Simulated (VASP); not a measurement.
# AlCu (Pm-3m) in VASP: further runs

Runs on AlCu. Level: r2SCAN. Tasks: single point, relaxation of cell and atoms.

Everything below comes from runs of VASP 6.6.1. Logs are shortened: lines on timing, memory, paths and dates and some standing lists are left out, and cuts for length are marked.

## Step 1: The cell of the first run

It takes space group Pm-3m (No. 221, cubic). The conventional cell has a = 3.015 Å, b = 3.015 Å, c = 3.015 Å, α = 90.00°, β = 90.00°, γ = 90.00°. Al (site symmetry m-3m) has 8 Cu at 2.61 Å and 6 Al at 3.01 Å within 3.4 Å. Cu (site symmetry m-3m) has 8 Al at 2.61 Å and 6 Cu at 3.01 Å within 3.4 Å.

## Step 2: Single point, r2SCAN (volume scaled by 1.06)

Contents of POSCAR:

```
AlCu
1.0
    3.0148366397      0.0000000000      0.0000000000
    0.0000000000      3.0148366397      0.0000000000
    0.0000000000      0.0000000000      3.0148366397
Al Cu
1 1
Direct
    0.0000000000      0.0000000000      0.0000000000
    0.5000000000      0.5000000000      0.5000000000
```

Contents of INCAR.step1:

```
PREC     = Accurate       # precision mode
ENCUT    = 520            # plane-wave cutoff, eV
ISMEAR   = 0              # smearing method
SIGMA    = 0.1            # smearing width, eV
LREAL    = False          # projectors in reciprocal space
LASPH    = True           # aspherical terms in the spheres
NELM     = 60             # most SCF steps
NBANDS   = 14             # bands
GGA      = PE             # functional
ALGO     = Normal         # electronic algorithm
EDIFF    = 1E-4           # SCF threshold, eV
LWAVE    = True           # write WAVECAR
LCHARG   = False          # write CHGCAR
```

Contents of INCAR.step2:

```
PREC     = Accurate       # precision mode
ENCUT    = 520            # plane-wave cutoff, eV
EDIFF    = 1E-6           # SCF threshold, eV
ISMEAR   = 0              # smearing method
SIGMA    = 0.1            # smearing width, eV
LREAL    = False          # projectors in reciprocal space
LASPH    = True           # aspherical terms in the spheres
NELM     = 60             # most SCF steps
ALGO     = Normal         # electronic algorithm
ISIF     = 2              # what is computed and relaxed
LWAVE    = False          # write WAVECAR
LCHARG   = False          # write CHGCAR
METAGGA  = R2SCAN         # meta-GGA
LMIXTAU  = True         
NBANDS   = 14             # bands
ISTART   = 1
```

Contents of KPOINTS:

```
regular mesh
0
Gamma
  14 14 14
```

Potentials or basis: VASP PAW PBE potentials, release 64 (Al, Cu).

On the command line:

```console
$ cat potpaw_PBE.64/Al/POTCAR potpaw_PBE.64/Cu/POTCAR > POTCAR
$ cp INCAR.step1 INCAR
$ mpirun -np 1 vasp_std > vasp.out
$ cp INCAR.step2 INCAR
$ mpirun -np 1 vasp_std > vasp.out
```

OUTCAR:

```text
PREC = Accurate
   ENCUT = 520
   EDIFF = 1E-6
   ISMEAR = 0
   LREAL = False
   LASPH = True
   NELM = 60
   ISIF = 2
   METAGGA = R2SCAN
   ISTART = 1

 ion  position               nearest neighbor table
   1  0.000  0.000  0.000-   2 2.61   2 2.61   2 2.61   2 2.61   2 2.61   2 2.61   2 2.61   2 2.61

   2  0.500  0.500  0.500-   1 2.61   1 2.61   1 2.61   1 2.61   1 2.61   1 2.61   1 2.61   1 2.61

  LATTYP: Found a simple cubic cell.
 ALAT       =     3.0148366397

  Lattice vectors:

 A1 = (   3.0148366397,   0.0000000000,   0.0000000000)
 A2 = (   0.0000000000,   3.0148366397,   0.0000000000)
 A3 = (   0.0000000000,   0.0000000000,   3.0148366397)

Analysis of symmetry for initial positions (statically):
=====================================================================
 Subroutine PRICEL returns:
 Original cell was already a primitive cell.

 Routine SETGRP: Setting up the symmetry group for a
 simple cubic supercell.

 Subroutine GETGRP returns: Found 48 space group operations
[... 9 lines left out ...]

 Routine SETGRP: Setting up the symmetry group for a
 simple cubic supercell.

 Subroutine GETGRP returns: Found 48 space group operations
[... 11 lines left out ...]
                                     Primitive cell

  volume of cell :      27.4026

  direct lattice vectors                    reciprocal lattice vectors
     3.014836640  0.000000000  0.000000000     0.331692930  0.000000000  0.000000000
     0.000000000  3.014836640  0.000000000     0.000000000  0.331692930  0.000000000
     0.000000000  0.000000000  3.014836640     0.000000000  0.000000000  0.331692930

  length of vectors
     3.014836640  3.014836640  3.014836640     0.331692930  0.331692930  0.331692930

  position of ions in fractional coordinates (direct lattice)
     0.000000000  0.000000000  0.000000000
     0.500000000  0.500000000  0.500000000

  ion indices of the primitive-cell ions
   primitive index   ion index
                 1           1
                 2           2

----------------------------------------------------------------------------------------

 KPOINTS: regular mesh

Automatic generation of k-mesh.
 Grid dimensions read from file:
 generate k-points for:   14   14   14

 Generating k-lattice:

  Cartesian coordinates                     Fractional coordinates (reciprocal lattice)
     0.023692352  0.000000000  0.000000000     0.071428571  0.000000000  0.000000000
     0.000000000  0.023692352  0.000000000     0.000000000  0.071428571  0.000000000
     0.000000000  0.000000000  0.023692352     0.000000000  0.000000000  0.071428571

  Length of vectors
     0.023692352  0.023692352  0.023692352

  Shift w.r.t. Gamma in fractional coordinates (k-lattice)
     0.000000000  0.000000000  0.000000000

 Subroutine IBZKPT returns following result:
 ===========================================

 Found    120 irreducible k-points:

 Following reciprocal coordinates:
            Coordinates               Weight
  0.000000  0.000000  0.000000      1.000000
  0.071429  0.000000  0.000000      6.000000
  0.142857  0.000000  0.000000      6.000000
  0.214286  0.000000  0.000000      6.000000
  0.285714  0.000000  0.000000      6.000000
  0.357143  0.000000  0.000000      6.000000
[... 16 lines left out ...]
  0.285714  0.214286  0.000000     24.000000
  0.357143  0.214286  0.000000     24.000000
 [... further k-points ...]
   k-points           NKPTS =    120   k-points in BZ     NKDIM =    120   number of bands    NBANDS=     14
   number of dos      NEDOS =    301   number of ions     NIONS =      2
   total plane-waves  NPLWV =  13824
   dimension x,y,z NGX =    24 NGY =   24 NGZ =   24
   dimension x,y,z NGXF=    48 NGYF=   48 NGZF=   48
   ions per type =               1   1
   NGX,Y,Z   is equivalent  to a cutoff of  13.23, 13.23, 13.23 a.u.
   NGXF,Y,Z  is equivalent  to a cutoff of  26.47, 26.47, 26.47 a.u.
 SYSTEM =  unknown system
   PREC   = accura    normal or accurate (medium, high low for compatibility)
   ISTART =      1    job   : 0-new  1-cont  2-samecut
   ICHARG =      0    charge: 1-file 2-atom 10-const
   ISPIN  =      1    spin polarized calculation?
   LNONCOLLINEAR =      F non collinear calculations
   LSORBIT =      F    spin-orbit coupling
   LASPH  =      T    aspherical Exc in radial PAW
   ENCUT  =  520.0 eV  38.22 Ry    6.18 a.u.   5.61  5.61  5.61*2*pi/ulx,y,z
   NELM   =     60;   NELMIN=  2; NELMDL=  0     # of ELM steps
   EDIFF  = 0.1E-05   stopping-criterion for ELM
   LREAL  =      F    real-space projection
   EDIFFG = 0.1E-04   stopping-criterion for IOM
   NSW    =      0    number of steps for IOM
   IBRION =     -1    ionic relax: 0-MD 1-quasi-New 2-CG
   NFREE  =      0    steps in history (QN), initial steepest desc. (CG)
   ISIF   =      2    stress and relaxation
   ISYM   =      2    0-nonsym 1-usesym 2-fastsym
   POTIM  = 0.5000    time-step for ionic-motion
[... 58 lines left out ...]
     10      15.2439      0.00000
     11      15.2439      0.00000
     12      19.6423      0.00000
     13      27.9971      0.00000
     14      27.9971      0.00000

 k-point     2 :       0.0714    0.0000    0.0000
  band No.  band energies     occupation
      1      -3.0784      2.00000
      2       3.7793      2.00000
      3       3.7896      2.00000
      4       4.8108      2.00000
      5       4.8108      2.00000
      6       4.8375      2.00000
      7      11.7700      0.00000
      8      12.9725      0.00000
      9      12.9725      0.00000
     10      15.2788      0.00000
     11      16.1884      0.00000
     12      20.0101      0.00000
     13      26.8894      0.00000
     14      26.8894      0.00000

 k-point     3 :       0.1429    0.0000    0.0000
  band No.  band energies     occupation
      1      -2.8094      2.00000
      2       3.7753      2.00000
      3       3.8270      2.00000
      4       4.7446      2.00000
      5       4.7446      2.00000
      6       4.8448      2.00000
      7      10.0374      0.00000
      8      13.2913      0.00000
      9      13.2913      0.00000
     10      15.3825      0.00000
     11      17.3601      0.00000
     12      21.2306      0.00000
     13      25.1206      0.00000
     14      25.1206      0.00000

 k-point     4 :       0.2143    0.0000    0.0000
  band No.  band energies     occupation
      1      -2.3644      2.00000
      2       3.7183      2.00000
      3       3.8814      2.00000
      4       4.6528      2.00000
      5       4.6528      2.00000
      6       4.8553      2.00000
      7       8.3739      2.00000
      8      13.8055      0.00000
      9      13.8055      0.00000
     10      15.5501      0.00000
     11      18.1707      0.00000
     12      23.1972      0.00000
     13      23.3670      0.00000
     14      23.3670      0.00000

 k-point     5 :       0.2857    0.0000    0.0000
  band No.  band energies     occupation
      1      -1.7493      2.00000
      2       3.5003      2.00000
      3       3.9426      2.00000
      4       4.5556      2.00000
      5       4.5556      2.00000
      6       4.8670      2.00000
      7       6.9810      2.00000
      8      14.4961      0.00000
      9      14.4961      0.00000
     10      15.7680      0.00000
     11      18.8597      0.00000
[... 276 lines left out ...]
 k-point    22 :       0.2143    0.2143    0.0000
  band No.  band energies     occupation
      1      -1.5792      2.00000
      2       3.8279      2.00000
      3       3.9128      2.00000
      4       4.4472      2.00000
      5       4.6590      2.00000
      6       4.7085      2.00000
      7       8.5898      1.99658
      8       9.7625      0.00000
      9      14.7112      0.00000
     10      16.8494      0.00000
     11      19.0807      0.00000
     12      22.0786      0.00000
     13      23.6627      0.00000
     14      24.3712      0.00000

 k-point    23 :       0.2857    0.2143    0.0000
  band No.  band energies     occupation
      1      -0.9819      2.00000
      2       3.6678      2.00000
      3       3.9937      2.00000
      4       4.3979      2.00000
      5       4.5862      2.00000
      6       4.7064      2.00000
      7       7.4725      2.00000
      8       9.9709      0.00000
      9      15.3782      0.00000
     10      16.2293      0.00000
     11      18.4997      0.00000
     12      22.3119      0.00000
     13      23.1030      0.00000
     14      24.4929      0.00000

 k-point    24 :       0.3571    0.2143    0.0000
  band No.  band energies     occupation
      1      -0.2354      2.00000
      2       3.2491      2.00000
      3       4.0820      2.00000
      4       4.4054      2.00000
      5       4.5092      2.00000
      6       4.7189      2.00000
      7       6.3842      2.00000
      8      10.6464      0.00000
      9      14.9999      0.00000
     10      16.2007      0.00000
     11      18.7252      0.00000
     12      20.8507      0.00000
     13      23.0505      0.00000
     14      24.6346      0.00000

 [... further k-points ...]

------------------------ aborting loop because EDIFF is reached ----------------------------------------

  FORCE on cell =-STRESS in cart. coord.  units (eV):
  Direction    XX          YY          ZZ          XY          YZ          ZX
  --------------------------------------------------------------------------------------
  -------------------------------------------------------------------------------------
  Total       -1.1533318     -1.1533318     -1.1533318      0.0000000     -0.0000000      0.0000000
  in kB      -67.4331546    -67.4331546    -67.4331546      0.0000000     -0.0000000      0.0000000
  external PRESSURE =     -67.4331546 kB  Pullay stress =       0.0000000 kB

 VOLUME and BASIS-vectors are now :
 -----------------------------------------------------------------------------
  energy-cutoff  :      520.00
  volume of cell :       27.40
      direct lattice vectors                 reciprocal lattice vectors
     3.014836640  0.000000000  0.000000000     0.331692930  0.000000000  0.000000000
     0.000000000  3.014836640  0.000000000     0.000000000  0.331692930  0.000000000
     0.000000000  0.000000000  3.014836640     0.000000000  0.000000000  0.331692930

 POSITION                                       TOTAL-FORCE (eV/Angst)
 -----------------------------------------------------------------------------------
      0.00000      0.00000      0.00000         0.000000      0.000000      0.000000
      1.50742      1.50742      1.50742         0.000000      0.000000      0.000000
 -----------------------------------------------------------------------------------
    total drift:                                0.000000      0.000000     -0.000000

  FREE ENERGIE OF THE ION-ELECTRON SYSTEM (eV)
  ---------------------------------------------------
  free  energy   TOTEN  =       -17.8623073349 eV

  energy  without entropy=      -17.8595388644  energy(sigma->0) =      -17.86092310
```

Run time: 45 s. Hardware: 1 thread of Intel Xeon 6975P-C (Granite Rapids), shared host; peak memory 0.18 GiB.

What came out:

```yaml
Free_energy: -17.8623 eV
Pressure: -6.7 GPa
Band_gap_on_the_k_mesh: zero (band 7 reaches 12.86 eV, above the bottom of band 8 at 7.97 eV)
```

Levels at points of the mesh, in eV from the Fermi level:
```
           k point  band 5  band 6  band 7  band 8  band 9  band 10
(0.00, 0.00, 0.00)   -3.96   -3.96    4.07    4.07    4.07     6.45
(0.50, 0.00, 0.00)   -4.40   -3.91   -3.27    7.48    8.45     8.45
(0.50, 0.50, 0.00)   -3.93   -3.93   -3.63   -0.83   -0.08    10.79
(0.50, 0.50, 0.50)   -3.61    0.78    0.78    0.78    2.20     2.20
```

Caveat: the cell differs from its parent crystal (volume scaled by 1.06); the PAW data sets were made with another functional, which shifts forces and pressure a little.

## Step 3: Single point, r2SCAN (volume scaled by 1.10)

Contents of POSCAR:

```
AlCu
1.0
    3.0522918563      0.0000000000      0.0000000000
    0.0000000000      3.0522918563      0.0000000000
    0.0000000000      0.0000000000      3.0522918563
Al Cu
1 1
Direct
    0.0000000000      0.0000000000      0.0000000000
    0.5000000000      0.5000000000      0.5000000000
```

Contents of INCAR.step1:

```
SYSTEM = AlCu
PREC = Accurate ; ENCUT = 520
ISMEAR = 0 ; SIGMA = 0.1
LREAL = .False. ; LASPH = .True.
NELM = 100 ; NBANDS = 14
GGA = PE ; ALGO = Normal
EDIFF = 1E-4 ; LWAVE = .True.
LCHARG = .False.
```

Contents of INCAR.step2:

```
SYSTEM = AlCu
PREC = Accurate ; ENCUT = 520
EDIFF = 1E-6 ; ISMEAR = 0
SIGMA = 0.1 ; LREAL = .False.
LASPH = .True. ; NELM = 100
ALGO = Normal ; ISIF = 2
LWAVE = .False. ; LCHARG = .False.
METAGGA = R2SCAN ; LMIXTAU = .True.
NBANDS = 14 ; ISTART = 1
```

Contents of KPOINTS:

```
regular mesh
0
Gamma
  14 14 14
  0 0 0
```

Potentials or basis: VASP PAW PBE potentials, release 64 (Al, Cu).

On the command line:

```console
$ cat potpaw_PBE.64/Al/POTCAR potpaw_PBE.64/Cu/POTCAR > POTCAR
$ cp INCAR.step1 INCAR
$ mpirun -np 1 vasp_std > vasp.out
$ cp INCAR.step2 INCAR
$ mpirun -np 1 vasp_std > vasp.out
```

It took 49 s on 1 thread of Intel Xeon 6975P-C (Granite Rapids), shared host; peak memory 0.18 GiB.

It converged, with:

```
Free energy            : -17.8073 eV
Pressure               : -10.2 GPa
Band gap on the k mesh : zero (band 7 reaches 12.33 eV, above the bottom of band 8 at 7.54 eV)
```

Levels at points of the mesh, in eV from the Fermi level:
| k point | band 3 | band 4 | band 5 | band 6 | band 7 | band 8 | band 9 | band 10 | band 11 | band 12 |
| --- | --- | --- | --- | --- | --- | --- | --- | --- | --- | --- |
| (0.00, 0.00, 0.00) | -4.81 | -3.81 | -3.81 | -3.81 | 3.99 | 3.99 | 3.99 | 6.41 | 6.41 | 10.32 |
| (0.50, 0.00, 0.00) | -4.55 | -4.23 | -4.23 | -3.76 | -3.16 | 7.48 | 8.34 | 8.34 | 8.69 | 8.69 |
| (0.50, 0.50, 0.00) | -4.12 | -4.12 | -3.76 | -3.76 | -3.50 | -0.79 | -0.17 | 10.46 | 13.13 | 13.13 |
| (0.50, 0.50, 0.50) | -5.34 | -3.49 | -3.49 | 0.88 | 0.88 | 0.88 | 2.04 | 2.14 | 2.14 | 2.14 |

Caveat: the cell differs from its parent crystal (volume scaled by 1.10); the PAW data sets were made with another functional, which shifts forces and pressure a little.

## Step 4: Relaxation of cell and atoms, r2SCAN

This run uses another cell than the first one, of 13.47 Å³/atom, 0.983 times its volume.

Contents of POSCAR:

```
AlCu
1.0
    2.9975090000      0.0000000000      0.0000000000
    0.0000000000      2.9975090000      0.0000000000
    0.0000000000      0.0000000000      2.9975090000
Al Cu
1 1
Direct
    0.0000000000      0.0000000000      0.0000000000
    0.5000000000      0.5000000000      0.5000000000
```

Contents of INCAR.step1:

```
SYSTEM = AlCu
PREC = Accurate
ENCUT = 600
ISMEAR = 0
SIGMA = 0.1
LREAL = .False.
LASPH = .True.
NELM = 60
GGA = PE
ALGO = Normal
EDIFF = 1E-4
LWAVE = .True.
LCHARG = .False.
```

Contents of INCAR.step2:

```
SYSTEM = AlCu
PREC = Accurate
ENCUT = 600
EDIFF = 1E-6
ISMEAR = 0
SIGMA = 0.1
LREAL = .False.
LASPH = .True.
NELM = 60
ALGO = Normal
ISIF = 3
LWAVE = .False.
LCHARG = .False.
METAGGA = R2SCAN
LMIXTAU = .True.
IBRION = 2
NSW = 100
EDIFFG = -0.005
ISTART = 1
```

Contents of KPOINTS:

```
Automatic mesh
0
Gamma
  14 14 14
  0 0 0
```

On the command line:

```console
$ cat potpaw_PBE.64/Al/POTCAR potpaw_PBE.64/Cu/POTCAR > POTCAR
$ cp INCAR.step1 INCAR
$ mpirun -np 1 vasp_std > vasp.out
$ cp INCAR.step2 INCAR
$ mpirun -np 1 vasp_std > vasp.out
```

Run time: 2.1 min. Hardware: 1 thread of Intel Xeon 6975P-C (Granite Rapids), shared host; peak memory 0.18 GiB.

Results (log left out):

| Property | Result |
| --- | --- |
| Free energy | -17.8971 eV |
| Relaxed volume | 12.93 Å³/atom |
| Relaxed cell | a = 2.957 Å, b = 2.957 Å, c = 2.957 Å, α = 90.00°, β = 90.00°, γ = 90.00° |
| Space group after relaxing (to 0.05 Å) | Pm-3m (No. 221) |
| Energy gained by relaxing | 8.7 meV/atom |
| Ionic steps | 5 |
| Pressure after relaxing | 0.1 GPa |
| Band gap on the k mesh | zero (band 7 reaches 13.74 eV, above the bottom of band 8 at 8.67 eV) |

The path:
| step | energy change (eV) | largest force (eV/Å) | pressure (GPa) | volume (Å³) |
| --- | --- | --- | --- | --- |
| 1 | 0.0000 | 0.0000 | -4.93 | 26.93 |
| 2 | -0.0135 | 0.0000 | 2.68 | 25.35 |
| 3 | -0.0175 | 0.0000 | 0.06 | 25.84 |
| 4 | -0.0175 | 0.0000 | -0.08 | 25.86 |
| 5 | -0.0175 | 0.0000 | 0.06 | 25.86 |

Final structure:
```xyz
2
Lattice="2.9573 0.0000 0.0000 0.0000 2.9573 0.0000 0.0000 0.0000 2.9573" Properties=species:S:1:pos:R:3 pbc="T T T"
Al    2.9573    2.9573    0.0000
Cu    1.4787    1.4787    1.4787
```

Levels at points of the mesh, in eV from the Fermi level:
| k point | band 5 | band 6 | band 7 | band 8 | band 9 | band 10 |
| --- | --- | --- | --- | --- | --- | --- |
| (0.00, 0.00, 0.00) | -4.20 | -4.20 | 4.20 | 4.20 | 4.20 | 6.51 |
| (0.50, 0.00, 0.00) | -4.67 | -4.14 | -3.43 | 7.49 | 8.63 | 8.63 |
| (0.50, 0.50, 0.00) | -4.18 | -4.18 | -3.83 | -0.87 | 0.06 | 11.34 |
| (0.50, 0.50, 0.50) | -3.81 | 0.62 | 0.62 | 0.62 | 2.31 | 2.31 |

Caveat: the PAW data sets were made with another functional, which shifts forces and pressure a little.

## Step 5: Overview

| task | cell | cutoff (eV) | gap on the mesh (eV) | pressure (GPa) |
| --- | --- | --- | --- | --- |
| single point | a = 3.015 Å, 2 atoms | 520 | none | -6.7 |
| single point | a = 3.052 Å, 2 atoms | 520 | none | -10.2 |
| relaxation of cell and atoms | relaxed from a = 2.998 Å, 2 atoms | 600 | none | 0.1 |

Alike in all rows: level r2SCAN; potentials or basis VASP PAW PBE potentials, release 64 (Al, Cu); no spin polarisation; k mesh 14 × 14 × 14; smearing gaussian 0.1 eV.

Caveats: the PAW data sets were made with another functional, which shifts forces and pressure a little.

Absolute energies hang on the potentials; compare differences alone.
